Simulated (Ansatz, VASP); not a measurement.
## Two plane-wave programs on AlAs

```
Al As
1.0
     0.00000    2.81438    2.81438
     2.81438    0.00000    2.81438
     2.81438    2.81438    0.00000
Al As
1 1
Cartesian
  0.0000 0.0000 0.0000
  1.4072 1.4072 1.4072
```

Alike in both runs: functional LDA; k mesh 8 × 8 × 8; occupations gaussian, width 0.02 eV; no spin polarisation.

Ansatz relaxed the structure, and its values are those at the end. VASP's run is a single point on that final structure, the one shown.

|  | VASP | Ansatz |
| --- | --- | --- |
| version | VASP 6.6.1 | Ansatz 0.2.0 |
| potentials or method | VASP PAW LDA potentials, release 64 (Al, As), cutoff 500 eV | scalar-relativistic, plane waves, PAW |
| valence electrons in the cell | 8 | 18 |

```csv
,VASP,Ansatz,Ansatz less VASP
gap on the k mesh at the Fermi level (eV),1.31,1.32,+0.014
least direct gap on the mesh (eV),2.02,1.98,-0.034
pressure (GPa),0.4,0.0,-0.36
```

Ansatz warns that its potentials were made for another functional, while VASP's fit it. LDA's correlation is that of Perdew and Zunger in VASP and of Perdew and Wang (1992) in Ansatz. VASP's potentials hold 8 valence electrons a cell and Ansatz's 18, so a difference there can come from the potentials and not from the codes.
